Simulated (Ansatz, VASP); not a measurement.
Ni in VASP and in Ansatz

Contents of INCAR:

```
SYSTEM = Ni
ALGO = Normal
EDIFF = 1E-6
ENCUT = 520
GGA = RE
ISIF = 2
ISMEAR = -1
LASPH = .TRUE.
LCHARG = .FALSE.
LREAL = .FALSE.
LWAVE = .FALSE.
NBANDS = 17
NELM = 60
PREC = Accurate
SIGMA = 0.1
```

File KPOINTS:

```
k-points
0
G
  17 17 16
  0 0 0
```

POSCAR

```
Ni
1.0
   -2.8847146624      2.8850326754      1.1920059480
    2.8850326754     -2.8847146624      1.1920059480
    1.5027572314      1.5027572314     -1.1914235067
Ni
2
Direct
    0.0000209121      0.9999790879      0.0000000000
    0.7499790879      0.2500209121      0.5000000000
```

Input for Ansatz:

```yaml
crystal:
  lattice:
    - [-2.8847146624, 2.8850326754, 1.192005948]
    - [2.8850326754, -2.8847146624, 1.192005948]
    - [1.5027572314, 1.5027572314, -1.1914235067]
  atoms:
    - { symbol: Ni, position: [2.09121e-05, 0.9999790879, 0.0] }
    - { symbol: Ni, position: [0.7499790879, 0.2500209121, 0.5] }
hamiltonian:
  xc: revpbe
  pseudopotentials:
    kind: paw
    azcp:
      Ni: "pseudopotentials/Ni.paw.azcp"
basis:
  ecutwfc: 420
  fft_grid_basis: typed
kpoints:
  mp_grid: { grid: [17, 17, 16], shift: [0, 0, 0] }
magnetization:
  spin_polarized: false
scf:
  occupations: { method: fermi_dirac, width: 0.1 }
  lower_state_search: "off"
output:
  stress: true
```

Alike in both runs: task single point; functional revPBE; k mesh 17 × 17 × 16; occupations fermi-dirac, width 0.1 eV; no spin polarisation.

|  | VASP | Ansatz |
| --- | --- | --- |
| version | VASP 6.6.1 | Ansatz 0.2.0 |
| potentials or method | VASP PAW PBE potentials, release 64 (Ni), cutoff 520 eV | plane waves (420 eV) with PAW, scalar-relativistic |
| valence electrons in the cell | 20 | 36 |

VASP gave:

| Item | Value |
| --- | --- |
| pressure (GPa) | 18.4 |
| traceless stress, the component that is largest in VASP (GPa) | -0.41 |

Question: Estimate Ansatz's values.

Answer: Pressure (GPa): 18.5; traceless stress, the component that is largest in VASP (GPa): -0.38.

VASP's potentials were made for PBE, not for revPBE. VASP's potentials hold 20 valence electrons a cell and Ansatz's 36, so a difference there can come from the potentials and not from the codes.
